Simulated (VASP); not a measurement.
Ca, 1 atom in the cell. Symmetry: Fm-3m, No. 225, cubic system. The conventional cell has a = 5.698 Å, b = 5.698 Å, c = 5.698 Å, α = 90.00°, β = 90.00°, γ = 90.00°. Ca (site symmetry m-3m) has 12 Ca at 4.03 Å within 5.3 Å.  This cell differs from its parent crystal: volume scaled by 1.06.

| Quantity | Value |
| --- | --- |
| Program | VASP 6.6.1 |
| Task | electric field gradients |
| Functional | PBE |
| Potentials or basis | VASP PAW PBE potentials, release 64 (Ca_sv) |
| Cutoff | 520 eV |
| k mesh | 11 × 11 × 11 |
| Occupations | fermi-dirac, width 0.05 eV |
| Spin | no spin polarisation |
| Dipole correction | no |
| Further INCAR settings | ALGO = Normal; EDIFF = 1e-08; NBANDS = 11 |

Potentials or basis: VASP PAW PBE potentials, release 64 (Ca_sv).

Command:

```sh
$ cat potpaw_PBE.64/Ca_sv/POTCAR > POTCAR
$ mpirun -np 1 vasp_std > vasp.out
```

Hardware: 1 thread of Intel Xeon 6975P-C, on a shared host.

Task: Estimate the wall time of this run.

Result: Run time: 32 s on 1 thread of Intel Xeon 6975P-C, with other jobs on the host, peak memory 0.18 GiB. Counts: scf iterations 14, k points 56.
